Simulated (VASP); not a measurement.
The system is BN (Qingsongite).

```
CELL_PARAMETERS angstrom
0.00000 1.79026 1.79026
1.79026 0.00000 1.79026
1.79026 1.79026 0.00000
ATOMIC_POSITIONS crystal
B 0.00000 0.00000 0.00000
N 0.25000 0.25000 0.25000
```

Base run:

| Item | Value |
| --- | --- |
| Program | VASP 6.6.1 |
| Functional | LDA |
| Potentials or basis | VASP PAW LDA potentials, release 64 (B, N) |
| Cutoff | 520 eV |
| k mesh | 10 × 10 × 10 |
| Occupations | fermi-dirac, width 0.02 eV |
| Spin | no spin polarisation |

Its results: band gap on the k mesh 4.38 eV, indirect (least direct gap 8.82 eV); pressure 1.0 GPa.

Problem. The run is repeated on the same cell with these changes: potentials or basis from VASP PAW LDA potentials, release 64 (B, N) to VASP PAW LDA potentials, release 64 (B_h, N_h); cutoff from 520 eV to 910 eV. What comes out?

Solution. Band gap on the k mesh 4.38 eV, indirect (least direct gap 8.82 eV); pressure 0.5 GPa.

Caveats: the cutoff is under 1.25 times the usual one of these potentials, so pressure, stress and relaxed cells hold a basis-set (Pulay) error (some runs).

A k mesh can miss the band edges.
